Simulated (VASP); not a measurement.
Set up this calculation in VASP 6.6.1, as the native input.

| Quantity | Value |
| --- | --- |
| Task | single point |
| Functional | r2SCAN |
| Potentials or basis | VASP PAW PBE potentials, release 64 (Na_pv, H) |
| Cutoff | 520 eV |
| k mesh | 10 × 10 × 10 |
| Occupations | fermi-dirac, width 0.2 eV |
| Spin | no spin polarisation |
| Dipole correction | no |
| Further INCAR settings | ALGO = Normal; EDIFF = 1e-07; NBANDS = 11 |

The system is NaH.

```
Na H
1.0
     0.00000    2.29200    2.38575
     2.29200    0.00000    2.38575
     2.29200    2.29200    0.00000
Na H
1 1
Direct
  0.00000 0.00000 0.00000
  0.50000 0.50000 0.50000
```

This cell differs from its parent crystal: volume 12.533 Å^3 an atom, c/a of the conventional cell 1.0409.

One way to write it, as run:

POSCAR

```
NaH
1.0
    0.0000000000      2.2920038548      2.3857468125
    2.2920038548      0.0000000000      2.3857468125
    2.2920038548      2.2920038548      0.0000000000
Na H
1 1
Direct
    0.0000000000      0.0000000000      0.0000000000
    0.5000000000      0.5000000000      0.5000000000
```

INCAR.step1

```
SYSTEM = NaH
PREC = Accurate ; ENCUT = 520
ISMEAR = -1 ; SIGMA = 0.2
LREAL = .FALSE. ; LASPH = .TRUE.
NELM = 80 ; NBANDS = 11
GGA = PE ; ALGO = Normal
EDIFF = 1E-4 ; LWAVE = .TRUE.
LCHARG = .FALSE.
```

INCAR.step2

```
SYSTEM = NaH
PREC = Accurate ; ENCUT = 520
EDIFF = 1E-7 ; ISMEAR = -1
SIGMA = 0.2 ; LREAL = .FALSE.
LASPH = .TRUE. ; NELM = 80
ALGO = Normal ; ISIF = 2
LWAVE = .FALSE. ; LCHARG = .FALSE.
METAGGA = R2SCAN ; LMIXTAU = .TRUE.
NBANDS = 11 ; ISTART = 1
```

KPOINTS

```
Automatic mesh
0
G
  10 10 10
  0 0 0
```

Potentials or basis: VASP PAW PBE potentials, release 64 (Na_pv, H).

The run is started by

```sh
$ cat potpaw_PBE.64/Na_pv/POTCAR potpaw_PBE.64/H/POTCAR > POTCAR
$ cp INCAR.step1 INCAR
$ mpirun -np 1 vasp_std > vasp.out
$ cp INCAR.step2 INCAR
$ mpirun -np 1 vasp_std > vasp.out
```

Results of the run:

```yaml
Pressure: 2.7 GPa
Band_gap_on_the_k_mesh: 4.57 eV, indirect (least direct gap 5.45 eV)
```

Caveat: the PAW data sets were made with another functional, which shifts forces and pressure a little.

Run time: 120 s on 1 thread of Intel(R) Xeon(R) Platinum 8259CL CPU @ 2.50GHz (Skylake/Cascade Lake), with other jobs on the host, peak memory 0.16 GiB.
